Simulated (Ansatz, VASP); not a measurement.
**Two plane-wave programs on Mg4O**

```
Mg O
1.0
     4.09571    0.00000    0.00000
     0.00000    4.09571    0.00000
     0.00000    0.00000    4.09571
Mg O
4 1
Cartesian
  0.0000 2.0479 2.0479
  2.0479 2.0479 0.0000
  2.0479 0.0000 2.0479
  0.0000 0.0000 0.0000
  2.0479 2.0479 2.0479
```

Change from the starting cell: species swapped into the Fe4N type (Pm-3m, No. 221).

Alike in both runs: task single point; functional PBE; k mesh 4 × 4 × 4; occupations gaussian, width 0.1 eV; no spin polarisation.

|  | VASP | Ansatz |
| --- | --- | --- |
| version | VASP 6.6.1 | Ansatz 0.2.0 |
| potentials or method | VASP PAW PBE potentials, release 64 (Mg, O), cutoff 520 eV | scalar-relativistic, plane waves, PAW |
| valence electrons in the cell | 14 | 46 |

```csv
,VASP,Ansatz,Ansatz less VASP
gap on the k mesh at the Fermi level (eV),none,none,-
pressure (GPa),21.0,21.2,+0.19
```

A gap of «none» marks a metal or a gap that the smearing closes. With one functional, cell and mesh, what is left measures potentials, basis and numerics. VASP's potentials hold 14 valence electrons a cell and Ansatz's 46, so a difference there can come from the potentials and not from the codes.

The k mesh is coarse, so the values compare programs but aren't converged.
